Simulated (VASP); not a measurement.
Here is a VASP 6.6.1 calculation.

INCAR

```
PREC = Accurate ; ENCUT = 520
EDIFF = 1E-7 ; ISMEAR = 0
SIGMA = 0.15 ; LREAL = False
LASPH = True ; NELM = 80
ALGO = Normal ; ISIF = 2
LWAVE = False ; LCHARG = False
GGA = PS ; NBANDS = 12
```

Contents of KPOINTS:

```
regular mesh
0
Gamma
  18 18 18
```

File POSCAR:

```
P
1.0
   -1.7422553444      2.5906199884      1.8310599738
    1.7422553444     -2.5906199884      1.8310599738
    1.7422553444      2.5906199884     -1.8310599738
P
2
Direct
    0.8033091100      0.0533091100      0.7500000000
    0.1966908900      0.9466908900      0.2500000000
```

Potentials or basis: VASP PAW PBE potentials, release 64 (P).

Command:

```sh
$ cat potpaw_PBE.64/P/POTCAR > POTCAR
$ mpirun -np 1 vasp_std > vasp.out
```

Problem. Estimate the band gap on the k mesh.

Solution. Zero (bands 5 and 6 overlap by 1.15 eV).

Problem. Predict the largest force.

Solution. 0.307 eV/Å.

Problem. Predict the pressure.

Solution. -5.2 GPa.

Stress tensor (GPa, compression positive):
```
-5.98  0.00  0.00
 0.00 -9.24  0.00
 0.00  0.00 -0.33
```

Caveat: the cell differs from its parent crystal (strain +0.030 along x and y, -0.015 along z); the stress differs along the axes, from -9 to -0 GPa; the PAW data sets were made with another functional, which shifts forces and pressure a little.
